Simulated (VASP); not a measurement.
# WSe2 in VASP: notebook, part 2 of 2

VASP 6.6.1. The steps go on from the part before.

## (6) Single point, PBE (21.48 Å³/atom)

This run uses another cell than the first one, of 21.48 Å³/atom.

Contents of INCAR:

```
SYSTEM = WSe2
PREC     = Accurate       ! precision mode
ENCUT    = 520            ! plane-wave cutoff, eV
EDIFF    = 1E-6           ! SCF threshold, eV
ISMEAR   = -1             ! smearing method
SIGMA    = 0.08           ! smearing width, eV
LREAL    = .FALSE.        ! projectors in reciprocal space
LASPH    = .TRUE.         ! aspherical terms in the spheres
NELM     = 100            ! most SCF steps
ALGO     = Normal         ! electronic algorithm
ISIF     = 2              ! what is computed and relaxed
LWAVE    = .FALSE.        ! write WAVECAR
LCHARG   = .FALSE.        ! write CHGCAR
GGA      = PE             ! functional
NBANDS   = 35             ! bands
```

Contents of KPOINTS:

```
regular mesh
0
G
  11 11 3
  0 0 0
```

Contents of POSCAR:

```
WSe2
1.0
    3.3545246059      0.0000000000      0.0000000000
   -1.6772623029      2.9051035263      0.0000000000
    0.0000000000      0.0000000000     13.2243783068
W Se
2 4
Direct
    0.3333333333      0.6666666667      0.2500000000
    0.6666666667      0.3333333333      0.7500000000
    0.3333333333      0.6666666667      0.6210000000
    0.6666666667      0.3333333333      0.1210000000
    0.3333333333      0.6666666667      0.8790000000
    0.6666666667      0.3333333333      0.3790000000
```

Potentials or basis: VASP PAW PBE potentials, release 64 (W_sv, Se).

Launch:

```sh
$ cat potpaw_PBE.64/W_sv/POTCAR potpaw_PBE.64/Se/POTCAR > POTCAR
$ mpirun -np 1 vasp_std > vasp.out
```

OUTCAR:

```text
SYSTEM = WSe2
   PREC = Accurate
   ENCUT = 520
   EDIFF = 1E-6
   ISMEAR = -1
   LREAL = .FALSE.
   LASPH = .TRUE.
   NELM = 100
   ISIF = 2
   GGA = PE

 ion  position               nearest neighbor table
   1  0.333  0.667  0.250-   4 2.58   6 2.58   4 2.58   6 2.58   4 2.58   6 2.58
   2  0.667  0.333  0.750-   3 2.58   5 2.58   3 2.58   5 2.58   3 2.58   5 2.58
   3  0.333  0.667  0.621-   2 2.58   2 2.58   2 2.58
   4  0.667  0.333  0.121-   1 2.58   1 2.58   1 2.58
   5  0.333  0.667  0.879-   2 2.58   2 2.58   2 2.58
   6  0.667  0.333  0.379-   1 2.58   1 2.58   1 2.58

  LATTYP: Found a hexagonal cell.
 ALAT       =     3.3545246059
 C/A-ratio  =     3.9422510968

  Lattice vectors:

 A1 = (   3.3545246059,   0.0000000000,   0.0000000000)
 A2 = (  -1.6772623029,   2.9051035263,   0.0000000000)
 A3 = (   0.0000000000,   0.0000000000,  13.2243783068)

Analysis of symmetry for initial positions (statically):
=====================================================================
 Subroutine PRICEL returns:
 Original cell was already a primitive cell.
[... 183 lines left out ...]
 cond. band min:       6.5712399126   @ k =   0.1818   0.1818   0.0000
 fundamental gap:      0.9863359794
 Fermi energy:         6.0412914223

 k-point     1 :       0.0000    0.0000    0.0000
  band No.  band energies     occupation
      1     -68.8047      2.00000
      2     -68.8047      2.00000
      3     -32.9905      2.00000
      4     -32.9905      2.00000
      5     -32.9072      2.00000
      6     -32.9072      2.00000
[... 901 lines left out ...]
     34       9.1878      0.00000
     35      11.9714      0.00000

 [... further k-points ...]

------------------------ aborting loop because EDIFF is reached ----------------------------------------

  FORCE on cell =-STRESS in cart. coord.  units (eV):
  Direction    XX          YY          ZZ          XY          YZ          ZX
  --------------------------------------------------------------------------------------
  -------------------------------------------------------------------------------------
  Total       -2.8370741     -2.8370741     -3.0600893     -0.0000000      0.0000000      0.0000000
  in kB      -35.2706446    -35.2706446    -38.0431813     -0.0000000      0.0000000      0.0000000
  external PRESSURE =     -36.1948235 kB  Pullay stress =       0.0000000 kB

 VOLUME and BASIS-vectors are now :
 -----------------------------------------------------------------------------
  energy-cutoff  :      520.00
  volume of cell :      128.87
      direct lattice vectors                 reciprocal lattice vectors
     3.354524606  0.000000000  0.000000000     0.298104834  0.172110906  0.000000000
    -1.677262303  2.905103526  0.000000000     0.000000000  0.344221812  0.000000000
     0.000000000  0.000000000 13.224378307     0.000000000  0.000000000  0.075617921

 POSITION                                       TOTAL-FORCE (eV/Angst)
 -----------------------------------------------------------------------------------
     -0.00000      1.93674      3.30609         0.000000     -0.000000      0.000000
      1.67726      0.96837      9.91828         0.000000      0.000000      0.000000
     -0.00000      1.93674      8.21234         0.000000     -0.000000      0.681093
      1.67726      0.96837      1.60015         0.000000      0.000000      0.681093
     -0.00000      1.93674     11.62423         0.000000      0.000000     -0.681093
      1.67726      0.96837      5.01204        -0.000000      0.000000     -0.681093
 -----------------------------------------------------------------------------------
    total drift:                                0.000000     -0.000000      0.000000

  FREE ENERGIE OF THE ION-ELECTRON SYSTEM (eV)
  ---------------------------------------------------
  free  energy   TOTEN  =       -43.1303720839 eV

  energy  without entropy=      -43.1302651873  energy(sigma->0) =      -43.13031864
```

It took 87 s on 1 thread of Intel Xeon Platinum 8559C (Emerald Rapids), shared host; peak memory 0.31 GiB.

What came out:

| Item | Value |
| --- | --- |
| Free energy | -43.1304 eV |
| Pressure | -3.6 GPa |
| Largest force | 0.681 eV/Å |
| Band gap on the k mesh | 0.99 eV (least direct gap 1.60 eV) |

Forces on the atoms (eV/Å):
```
W    0.000  0.000  0.000
W    0.000  0.000  0.000
Se   0.000  0.000  0.681
Se   0.000  0.000  0.681
Se   0.000  0.000 -0.681
Se   0.000  0.000 -0.681
```

Stress tensor (GPa, compression positive):
```
-3.53  0.00  0.00
 0.00 -3.53  0.00
 0.00  0.00 -3.80
```

Levels at points of the mesh, in eV from the valence-band top:
```
           k point  band 22  band 23  band 24  band 25  band 26  band 27  band 28  band 29  band 30  band 31
(0.00, 0.00, 0.00)    -1.39    -1.39    -1.04    -0.92     0.00     2.50     2.50     2.55     2.55     2.55
```

Caveat: the cell stands under tension; spin-orbit coupling is left out, which moves the levels of the heavy elements; this functional lacks dispersion, which binds layers or chains, so the pressure and a relaxed spacing across them are unreliable.

## (7) Overview

| cell | gap on the mesh (eV) | pressure (GPa) | largest force (eV/Å) |
| --- | --- | --- | --- |
| a = 3.290, b = 3.304, c = 12.970 Å, angles 90.2, 90.6, 120.4°, 6 atoms | 0.94 | 4.1 | 0.33 |
| a = 3.246, b = 3.246, c = 12.795 Å, angles 90.0, 90.0, 120.0°, 6 atoms | 0.91 | 10.7 | 0.94 |
| a = 3.279, b = 3.279, c = 12.927 Å, angles 90.0, 90.0, 120.0°, 6 atoms | 0.94 | 5.6 | 0.39 |
| a = 3.312, b = 3.312, c = 13.056 Å, angles 90.0, 90.0, 120.0°, 6 atoms | 0.96 | 1.2 | 0.11 |
| a = 3.355, b = 3.355, c = 13.224 Å, angles 90.0, 90.0, 120.0°, 6 atoms | 0.99 | -3.6 | 0.68 |

Alike in all rows: task single point; level PBE; potentials or basis VASP PAW PBE potentials, release 64 (W_sv, Se); no spin polarisation; k mesh 11 × 11 × 3; cutoff (eV) 520; smearing fermi-dirac 0.08 eV.

Caveats: spin-orbit coupling is left out, which moves the levels of the heavy elements; this functional lacks dispersion, which binds layers or chains, so the pressure and a relaxed spacing across them are unreliable (at least some runs); the cell stands under pressure (at least some runs); the cell stands under tension (at least some runs).

Total energies depend on the potentials used, so only differences within one code and one set of settings carry meaning.
